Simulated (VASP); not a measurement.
## KCl: single point with PBEsol

Crystal: KCl.

```
CELL_PARAMETERS angstrom
3.62185 0.00000 0.00000
0.00000 3.62185 0.00000
0.00000 0.00000 3.62185
ATOMIC_POSITIONS crystal
K 0.00000 0.00000 0.00000
Cl 0.50000 0.50000 0.50000
```

This cell differs from its parent crystal: volume scaled by 0.99.

```
Program                : VASP 6.6.1
Task                   : single point
Functional             : PBEsol
Potentials or basis    : VASP PAW PBE potentials, release 64 (K_sv, Cl)
Cutoff                 : 520 eV
k mesh                 : 7 × 7 × 7
Occupations            : fermi-dirac, width 0.01 eV
Spin                   : no spin polarisation
Dipole correction      : no
Further INCAR settings : ALGO = Normal; EDIFF = 1e-07; NBANDS = 15
```

```yaml
Pressure: 2.7 GPa
Band_gap_on_the_k_mesh: 5.45 eV, indirect (least direct gap 5.66 eV)
```

Levels at points of the mesh, in eV from the valence-band top:
| k point | band 4 | band 5 | band 6 | band 7 | band 8 | band 9 | band 10 | band 11 | band 12 | band 13 |
| --- | --- | --- | --- | --- | --- | --- | --- | --- | --- | --- |
| (0.00, 0.00, 0.00) | -11.02 | -11.02 | -0.21 | -0.21 | -0.21 | 5.45 | 6.23 | 6.23 | 11.09 | 11.09 |

It took 6.5 s on 1 thread of Intel(R) Xeon(R) 6975P-C (Granite Rapids), on a shared host, peak memory 0.15 GiB.

Caveat: the PAW data sets were made with another functional, which shifts forces and pressure a little. A k mesh can miss the band edges.
